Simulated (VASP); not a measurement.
Ta3TiN4, 8 atoms in the cell. The structure is hexagonal, space group P-6m2 (No. 187). The conventional cell has a = 2.911 Å, b = 2.911 Å, c = 11.283 Å, α = 90.00°, β = 90.00°, γ = 120.00°. Ti (site symmetry -6m2) has 6 N at 2.17 Å and 2 Ta at 2.76 Å and 6 Ti at 2.91 Å within 3.0 Å. Within 3.0 Å of Ta (site symmetry -6m2) lie 6 N at 2.21 Å and 8 Ta at 2.88 to 2.91 Å. Ta (site symmetry 3m) has 6 N at 2.18 to 2.22 Å and 1 Ti at 2.76 Å and 7 Ta at 2.88 to 2.91 Å within 3.0 Å. N (site symmetry 3m) has 6 Ta at 2.21 to 2.22 Å and 8 N at 2.84 to 2.91 Å within 3.0 Å. Within 3.0 Å of N (site symmetry 3m) lie 3 Ti at 2.17 Å and 3 Ta at 2.18 Å and 8 N at 2.74 to 2.91 Å. 

| Property | Result |
| --- | --- |
| Program | VASP 6.6.1 |
| Task | single point |
| Functional | PBE |
| Potentials or basis | VASP PAW PBE potentials, release 64 (Ti_sv, Ta_pv, N) |
| Cutoff | 520 eV |
| k mesh | 12 × 12 × 4 |
| Occupations | gaussian, width 0.1 eV |
| Spin | no spin polarisation |
| Dipole correction | no |
| Further INCAR settings | ALGO = Normal; EDIFF = 1e-07; NBANDS = 42 |

Potentials or basis: VASP PAW PBE potentials, release 64 (Ti_sv, Ta_pv, N).

Command:

```bash
$ cat potpaw_PBE.64/Ti_sv/POTCAR potpaw_PBE.64/Ta_pv/POTCAR potpaw_PBE.64/N/POTCAR > POTCAR
$ mpirun -np 1 vasp_std > vasp.out
```

Hardware: 1 thread of Intel(R) Xeon(R) 6975P-C (Granite Rapids), with other jobs on the host.

Estimate the wall time of this run.

Wall time 110 s on 1 thread of Intel(R) Xeon(R) 6975P-C (Granite Rapids), on a shared host, peak memory 0.33 GiB. Counts: scf iterations 20, k points 57.
